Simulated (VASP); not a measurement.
Set up this calculation in VASP 6.6.1, as the native input.

| Quantity | Value |
| --- | --- |
| Task | single point |
| Functional | PBE |
| Potentials or basis | VASP PAW PBE potentials, release 64 (Zr_sv, S) |
| Cutoff | 520 eV |
| k mesh | 8 × 8 × 8 |
| Occupations | gaussian, width 0.1 eV |
| Spin | no spin polarisation |
| Dipole correction | no |
| Further INCAR settings | ALGO = Normal; EDIFF = 1e-06; NBANDS = 26 |

The structure of ZrS4 lies in POSCAR:

```
ZrS4
1.0
    4.9604588500      0.0000000000      0.0000000000
    0.0000000000      4.9604588500      0.0000000000
    0.0000000000      0.0000000000      4.9604588500
Zr S
1 4
Direct
    0.5000000000      0.5000000000      0.5000000000
    0.0000000000      0.5000000000      0.5000000000
    0.5000000000      0.0000000000      0.5000000000
    0.5000000000      0.5000000000      0.0000000000
    0.0000000000      0.0000000000      0.0000000000
```

The cell was built from a structure type or drawn by symmetry, and may not be a known phase.

The input as run:

INCAR

```
ALGO = Normal
EDIFF = 1E-6
ENCUT = 520
GGA = PE
ISIF = 2
ISMEAR = 0
LASPH = T
LCHARG = F
LREAL = F
LWAVE = F
NBANDS = 26
NELM = 100
PREC = Accurate
SIGMA = 0.1
```

KPOINTS

```
k-points
0
Gamma
  8 8 8
```

Potentials or basis: VASP PAW PBE potentials, release 64 (Zr_sv, S).

Run with:

```bash
$ cat potpaw_PBE.64/Zr_sv/POTCAR potpaw_PBE.64/S/POTCAR > POTCAR
$ mpirun -np 1 vasp_std > vasp.out
```

Results of the run:

```yaml
Pressure: 0.0 GPa
Band_gap_on_the_k_mesh: zero (bands 18 and 19 overlap by 0.90 eV)
```

Wall time 49 s on 1 thread of Intel(R) Xeon(R) 6975P-C (Granite Rapids), on a shared host, peak memory 0.29 GiB.
